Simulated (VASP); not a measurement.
# Fe: single point with PBEsol

Crystal: Fe.

```
CELL_PARAMETERS angstrom
-1.31615 1.31615 1.31615
1.31615 -1.31615 1.31615
1.31615 1.31615 -1.31615
ATOMIC_POSITIONS crystal
Fe 0.00000 0.00000 0.00000
```

This cell differs from its parent crystal: volume scaled by 0.840.

| Item | Value |
| --- | --- |
| Program | VASP 6.6.1 |
| Task | single point |
| Functional | PBEsol |
| Potentials or basis | VASP PAW PBE potentials, release 64 (Fe) |
| Cutoff | 520 eV |
| k mesh | 24 × 24 × 24 |
| Occupations | gaussian, width 0.05 eV |
| Spin | collinear spin, ferromagnetic start |
| Starting moments | [2.08] μB |

```json
{
 "Pressure": "56.7 GPa",
 "Net moment": "1.79 μB per cell",
 "Site moments": "Fe +1.75 μB",
 "Valence electrons inside the program's atomic spheres": "Fe 7.84"
}
```

Levels at points of the mesh, in eV from the Fermi level:
Spin up:
```tsv
k point	band 2	band 3	band 4	band 5	band 6	band 7	band 8	band 9
(0.00, 0.00, 0.00)	-2.85	-2.85	-2.85	-1.07	-1.07	26.99	26.99	26.99
(0.50, 0.00, 0.00)	-4.39	-0.97	-0.76	0.36	0.94	9.52	20.06	23.85
(0.50, 0.50, 0.50)	-6.43	0.55	0.55	0.55	11.50	11.50	11.50	18.08
```
Spin down:
| k point | band 1 | band 2 | band 3 | band 4 | band 5 | band 6 | band 7 |
| --- | --- | --- | --- | --- | --- | --- | --- |
| (0.00, 0.00, 0.00) | -9.66 | -1.34 | -1.34 | -1.34 | 1.23 | 1.23 | 27.00 |
| (0.50, 0.00, 0.00) | -5.30 | -3.05 | 0.64 | 1.12 | 1.60 | 2.71 | 10.72 |
| (0.50, 0.50, 0.50) | -4.94 | -4.94 | 2.29 | 2.29 | 2.29 | 11.85 | 11.85 |

Run time: 47 s on 1 thread of Intel(R) Xeon(R) 6975P-C (Granite Rapids), with other jobs on the host, peak memory 0.19 GiB.

Caveat: the PAW data sets were made with another functional, which shifts forces and pressure a little.
